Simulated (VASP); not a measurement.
Wanted: the native input for a VASP 6.6.1 run.

- Task: single point
- Functional: revPBE
- Dispersion: D3(BJ)
- Potentials or basis: VASP PAW PBE potentials, release 64 (Ir)
- Cutoff: 520 eV
- k mesh: 12 × 12 × 12
- Occupations: fermi-dirac, width 0.05 eV
- Spin: no spin polarisation
- Dipole correction: no
- Further INCAR settings: ALGO = Normal; EDIFF = 1e-07; NBANDS = 10

The structure of Ir lies in POSCAR:

```
Ir
1.0
    0.0000000000      1.9116634535      1.9116634535
    1.9116634535      0.0000000000      1.9116634535
    1.9116634535      1.9116634535      0.0000000000
Ir
1
Direct
    0.0000000000      0.0000000000      0.0000000000
```

One way to write it, as run:

INCAR

```
ALGO = Normal ; EDIFF = 1E-7
ENCUT = 520 ; GGA = RE
ISIF = 2 ; ISMEAR = -1
IVDW = 12 ; LASPH = True
LCHARG = False ; LREAL = False
LWAVE = False ; NBANDS = 10
NELM = 60 ; PREC = Accurate
SIGMA = 0.05
```

KPOINTS

```
k-points
0
Gamma
  12 12 12
```

Potentials or basis: VASP PAW PBE potentials, release 64 (Ir).

The run is started by

```bash
$ cat potpaw_PBE.64/Ir/POTCAR > POTCAR
$ mpirun -np 1 vasp_std > vasp.out
```

It gave:

* Pressure: 0.6 GPa
* Dispersion energy per atom: -1.398 eV

Caveat: the PAW data sets were made with another functional, which shifts forces and pressure a little; pairwise dispersion overbinds metals, which lowers pressure and volume.

Wall time 6.7 s on 1 thread of Intel(R) Xeon(R) Platinum 8488C (Sapphire Rapids), with other jobs on the host, peak memory 0.14 GiB.
